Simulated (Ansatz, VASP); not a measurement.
## Two plane-wave programs on LiCl

```
Cl Li
1.0
     0.00000    2.56477    2.56477
     2.56477    0.00000    2.56477
     2.56477    2.56477    0.00000
Cl Li
1 1
Direct
  0.50000 0.50000 0.50000
  0.00000 0.00000 0.00000
```

Alike in both runs: functional PBEsol-based screened hybrid; k mesh 5 × 5 × 5; occupations fermi-dirac, width 0.05 eV; no spin polarisation.

|  | VASP | Ansatz |
| --- | --- | --- |
| version | VASP 6.6.1 | Ansatz 0.2.0 |
| potentials or method | VASP PAW PBE potentials, release 64 (Cl, Li_sv) | Ansatz PAW |
| plane-wave cutoff (eV) | 520 | 420 |
| valence electrons in the cell | 10 | 10 |
| task | single point | band structure |

```tsv
	VASP	Ansatz	Ansatz less VASP
gap on the k mesh at the Fermi level (eV)	7.55	7.55	-0.004
least direct gap on the mesh (eV)	7.55	7.55	-0.004
```

VASP's potentials were made for PBE, not for PBEsol-based screened hybrid.

The k mesh is coarse, so the values compare programs but aren't converged. Noted on VASP's run: the cutoff is short for stress, so the pressure is rough.
